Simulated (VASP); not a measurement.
# Os (P6_3/mmc) in VASP: notebook, part 3 of 3

VASP 6.6.1.

## Step 6: Single point, PBEsol, non-collinear spin, zero start, spin-orbit coupling

This run uses another cell than the first one, of 14.82 Å³/atom.

The input, INCAR:

```
SYSTEM = Os
ALGO     = Normal         ! electronic algorithm
EDIFF    = 1E-7           ! SCF threshold, eV
ENCUT    = 520            ! plane-wave cutoff, eV
GGA      = PS             ! functional
GGA_COMPAT= .FALSE.      
ISIF     = 2              ! what is computed and relaxed
ISMEAR   = -1             ! smearing method
LASPH    = .TRUE.         ! aspherical terms in the spheres
LCHARG   = .FALSE.        ! write CHGCAR
LMAXMIX  = 4              ! l up to which the mixer works
LORBIT   = 11             ! projections on sites
LORBMOM  = .TRUE.       
LREAL    = .FALSE.        ! projectors in reciprocal space
LSORBIT  = .TRUE.         ! spin-orbit coupling
LWAVE    = .FALSE.        ! write WAVECAR
MAGMOM   = 0 0 0 0 0 0    ! initial moments
NBANDS   = 28             ! bands
NELM     = 150            ! most SCF steps
PREC     = Accurate       ! precision mode
SIGMA    = 0.05           ! smearing width, eV
```

The input, KPOINTS:

```
k-points
0
G
  11 11 6
  0 0 0
```

The input, POSCAR:

```
Os
1.0
    2.7877234178      0.0000000000      0.0000000000
   -1.3938617089      2.4142392985      0.0000000000
    0.0000000000      0.0000000000      4.4044215090
Os
2
Direct
    0.6666666667      0.3333333333      0.7500000000
    0.3333333333      0.6666666667      0.2500000000
```

Potentials or basis: VASP PAW PBE potentials, release 64 (Os).

Started as:

```console
$ cat potpaw_PBE.64/Os/POTCAR > POTCAR
$ mpirun -np 1 vasp_ncl > vasp.out
```

OUTCAR:

```text
SYSTEM = Os
   EDIFF = 1E-7
   ENCUT = 520
   GGA = PS
   ISIF = 2
   ISMEAR = -1
   LASPH = .TRUE.
   LORBIT = 11
   LREAL = .FALSE.
   LSORBIT = .TRUE.
   NELM = 150
   PREC = Accurate

 ion  position               nearest neighbor table
   1  0.667  0.333  0.750-   2 2.73   2 2.73   2 2.73   2 2.73   2 2.73   2 2.73
   2  0.333  0.667  0.250-   1 2.73   1 2.73   1 2.73   1 2.73   1 2.73   1 2.73

  LATTYP: Found a hexagonal cell.
 ALAT       =     2.7877234178
 C/A-ratio  =     1.5799348963

  Lattice vectors:

 A1 = (   2.7877234178,   0.0000000000,   0.0000000000)
 A2 = (  -1.3938617089,   2.4142392985,   0.0000000000)
 A3 = (   0.0000000000,   0.0000000000,   4.4044215090)

Analysis of symmetry for initial positions (statically):
=====================================================================
 Subroutine PRICEL returns:
 Original cell was already a primitive cell.

 Routine SETGRP: Setting up the symmetry group for a
 hexagonal supercell.

 Subroutine GETGRP returns: Found 24 space group operations
 (whereof 12 operations were pure point group operations)
 out of a pool of 24 trial point group operations.
[... 1011 lines left out ...]
     0.0000000     0.0000000     0.0000000     0.0000000     0.0000000     0.0000000     0.0000000
     0.0000000     0.0000000     0.0000000     0.0000000     0.0000000     0.0000000     0.0000000
     0.0000000     0.0000000     0.0000000     0.0000000     0.0000000     0.0000000     0.0000000
     0.0000000     0.0000000     0.0000000     0.0000000     0.0000000     0.0000000     0.0000000
     0.0000000     0.0000000     0.0000000     0.0000000     0.0000000     0.0000000     0.0000000

 Ion:    2  E_soc:     -0.6677264
 l=   1
     0.0000000    -0.0419485    -0.0408693
    -0.0419485     0.0000000    -0.0419485
    -0.0408693    -0.0419485     0.0000000
 l=   2
     0.0000000    -0.0143360     0.0000000    -0.0143360    -0.0559894
    -0.0143360     0.0000000    -0.0401979    -0.0153678    -0.0143360
     0.0000000    -0.0401979     0.0000000    -0.0401979     0.0000000
    -0.0143360    -0.0153678    -0.0401979     0.0000000    -0.0143360
    -0.0559894    -0.0143360     0.0000000    -0.0143360     0.0000000
 l=   3
     0.0000000     0.0000000     0.0000000     0.0000000     0.0000000     0.0000000     0.0000000
     0.0000000     0.0000000     0.0000000     0.0000000     0.0000000     0.0000000     0.0000000
     0.0000000     0.0000000     0.0000000     0.0000000     0.0000000     0.0000000     0.0000000
     0.0000000     0.0000000     0.0000000     0.0000000     0.0000000     0.0000000     0.0000000
     0.0000000     0.0000000     0.0000000     0.0000000     0.0000000     0.0000000     0.0000000
     0.0000000     0.0000000     0.0000000     0.0000000     0.0000000     0.0000000     0.0000000
     0.0000000     0.0000000     0.0000000     0.0000000     0.0000000     0.0000000     0.0000000

 total charge

# of ion       s       p       d       tot
------------------------------------------
    1        0.628   0.726   5.920   7.273
    2        0.628   0.726   5.920   7.273
--------------------------------------------------
tot          1.255   1.452  11.840  14.547

 magnetization (x)

# of ion       s       p       d       tot
------------------------------------------
    1        0.000   0.000   0.000   0.000
    2        0.000   0.000   0.000   0.000
--------------------------------------------------
tot          0.000   0.000   0.000   0.000

 magnetization (y)

# of ion       s       p       d       tot
------------------------------------------
    1        0.000   0.000   0.000   0.000
    2        0.000   0.000   0.000   0.000
--------------------------------------------------
tot          0.000   0.000   0.000   0.000

 magnetization (z)

# of ion       s       p       d       tot
------------------------------------------
    1        0.000   0.000   0.000   0.000
    2        0.000   0.000   0.000   0.000
--------------------------------------------------
tot          0.000   0.000   0.000   0.000
```

OSZICAR:

```text
N       E                     dE             d eps       ncg     rms          rms(c)
DAV:   1     0.114966139142E+03    0.11497E+03   -0.72168E+03  3584   0.110E+03
DAV:   2    -0.195404559867E+02   -0.13451E+03   -0.12111E+03  3628   0.377E+02
DAV:   3    -0.264904276609E+02   -0.69500E+01   -0.65522E+01  4312   0.719E+01
DAV:   4    -0.266190533757E+02   -0.12863E+00   -0.12752E+00  4140   0.103E+01
DAV:   5    -0.266201730314E+02   -0.11197E-02   -0.11193E-02  3976   0.826E-01    0.229E+01
DAV:   6    -0.253318740003E+02    0.12883E+01   -0.13401E+00  4108   0.101E+01    0.105E+01
DAV:   7    -0.250068498579E+02    0.32502E+00   -0.67150E-01  4228   0.696E+00    0.408E+00
DAV:   8    -0.249988972331E+02    0.79526E-02   -0.13740E-02  3764   0.117E+00    0.451E-01
DAV:   9    -0.249942928817E+02    0.46044E-02   -0.31037E-03  3816   0.610E-01    0.234E-01
DAV:  10    -0.249941684330E+02    0.12445E-03   -0.16890E-04  3964   0.133E-01    0.374E-02
DAV:  11    -0.249941641285E+02    0.43044E-05   -0.20723E-06  3896   0.142E-02    0.214E-02
DAV:  12    -0.249941599416E+02    0.41870E-05   -0.14828E-06  3832   0.108E-02    0.677E-03
DAV:  13    -0.249941584640E+02    0.14775E-05   -0.17931E-07  3620   0.471E-03    0.566E-04
DAV:  14    -0.249941584024E+02    0.61577E-07   -0.64629E-09  1872   0.969E-04
   1 F= -.24994158E+02 E0= -.24986776E+02  d E =-.147639E-01  mag=    -0.0000     0.0000     0.0000
```

Wall time 3.1 min (1 thread of Oxide Virtual Turin-like, shared host); peak memory 0.24 GiB.

What came out:

* Free energy: -24.9942 eV
* Pressure: -23.5 GPa
* Net moment: 0.00 μB per cell
* Valence electrons inside the program's atomic spheres: Os 7.27

Moments on the atoms (μB; x, y, z):
```
Os  0.00 0.00 0.00
Os  0.00 0.00 0.00
```

Caveat: the cell stands under tension; the PAW data sets were made with another functional, which shifts forces and pressure a little.

## Step 7: Summary

| cell | pressure (GPa) | moment (μB) |
| --- | --- | --- |
| a = 2.697, b = 2.697, c = 4.261 Å, angles 90.0, 90.0, 120.0°, 2 atoms | 17.4 | 0.00 |
| a = 2.716, b = 2.716, c = 4.291 Å, angles 90.0, 90.0, 120.0°, 2 atoms | 7.1 | 0.00 |
| a = 2.752, b = 2.752, c = 4.348 Å, angles 90.0, 90.0, 120.0°, 2 atoms | -10.0 | 0.00 |
| a = 2.770, b = 2.770, c = 4.377 Å, angles 90.0, 90.0, 120.0°, 2 atoms | -17.2 | 0.00 |
| a = 2.788, b = 2.788, c = 4.404 Å, angles 90.0, 90.0, 120.0°, 2 atoms | -23.5 | 0.00 |

Alike in all rows: task single point; level PBEsol; potentials or basis VASP PAW PBE potentials, release 64 (Os); spin non-collinear, zero start, SOC; k mesh 11 × 11 × 6; cutoff (eV) 520; smearing fermi-dirac 0.05 eV.

Caveats: the PAW data sets were made with another functional, which shifts forces and pressure a little; the cell stands under tension (at least some runs); the cell stands under pressure (at least some runs).

Total energies depend on the potentials used, so only differences within one code and one set of settings carry meaning.
